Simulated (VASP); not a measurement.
Wanted: the native input for a VASP 6.6.1 run.

```yaml
Task: single point
Functional: PBE
Potentials_or_basis: VASP PAW PBE potentials, release 64 (Rh_pv)
Cutoff: 520 eV
k_mesh: 13 × 8 × 1
Occupations: fermi-dirac, width 0.1 eV
Spin: no spin polarisation
Dipole_correction: no
Further_INCAR_settings: ALGO = Normal; EDIFF = 1e-06; NBANDS = 70
```

The structure of Rh lies in POSCAR:

```
Rh
1.0
    2.7255731676      0.0000000000      0.0000000000
    0.0000000000      4.3908388266      0.0000000000
    0.0000000000      0.0000000000     23.8681000000
Rh
8
Direct
    0.0000000000      0.7500000000      0.3406795461
    0.5000000000      0.2500000000      0.3669700704
    0.5000000000      0.7500000000      0.4358231930
    0.0000000000      0.2500000000      0.4669132144
    0.0000000000      0.7500000000      0.5330867853
    0.5000000000      0.2500000000      0.5641768064
    0.5000000000      0.7500000000      0.6330299296
    0.0000000000      0.2500000000      0.6593204547
```

The input as run:

INCAR

```
PREC = Accurate
ENCUT = 520
EDIFF = 1E-6
ISMEAR = -1
SIGMA = 0.1
LREAL = F
LASPH = T
NELM = 80
ALGO = Normal
ISIF = 2
LWAVE = F
LCHARG = T
GGA = PE
LELF = T
LVHAR = T
NBANDS = 70
```

KPOINTS

```
Automatic mesh
0
Gamma
  13 8 1
```

Potentials or basis: VASP PAW PBE potentials, release 64 (Rh_pv).

Launch:

```sh
$ cat potpaw_PBE.64/Rh_pv/POTCAR > POTCAR
$ mpirun -np 1 vasp_std > vasp.out
```

Results of the run:

```
Largest force          : 0.004 eV/Å
Band gap on the k mesh : zero (bands 60 and 61 overlap by 1.01 eV)
```

Caveat: there is no dipole correction, which matters where the two faces differ.

Run time: 15 min on 1 thread of Oxide Virtual Turin-like Processor, with other jobs on the host, peak memory 0.61 GiB.
